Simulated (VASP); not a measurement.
A run of VASP 6.6.1 is set up as follows.

Contents of INCAR:

```
SYSTEM = TiCo
  PREC = Accurate
  ENCUT = 520
  EDIFF = 1E-6
  ISMEAR = 0
  SIGMA = 0.05
  LREAL = .FALSE.
  LASPH = .TRUE.
  NELM = 150
  ALGO = Normal
  ISIF = 2
  LWAVE = .FALSE.
  LCHARG = .TRUE.
  ISPIN = 2
  MAGMOM = 0 0.27
  LORBIT = 11
  LMAXMIX = 4
  LELF = .TRUE.
  LVHAR = .TRUE.
  NBANDS = 22
```

KPOINTS

```
Automatic mesh
0
G
  16 16 16
  0 0 0
```

The input POSCAR:

```
TiCo
1.0
    2.8825867411      0.0000000000      0.0000000000
    0.0000000000      2.8825867411      0.0000000000
    0.0000000000      0.0000000000      2.8825867411
Ti Co
1 1
Direct
    0.0000000000      0.0000000000      0.0000000000
    0.5000000000      0.5000000000      0.5000000000
```

Potentials or basis: VASP PAW LDA potentials, release 64 (Ti_sv, Co).

Launch:

```bash
$ cat potpaw_LDA.64/Ti_sv/POTCAR potpaw_LDA.64/Co/POTCAR > POTCAR
$ mpirun -np 1 vasp_std > vasp.out
```

Q: What does it give for the net moment?

A: 0.02 μB per cell.

Q: Estimate the pressure.

A: 4.1 GPa.
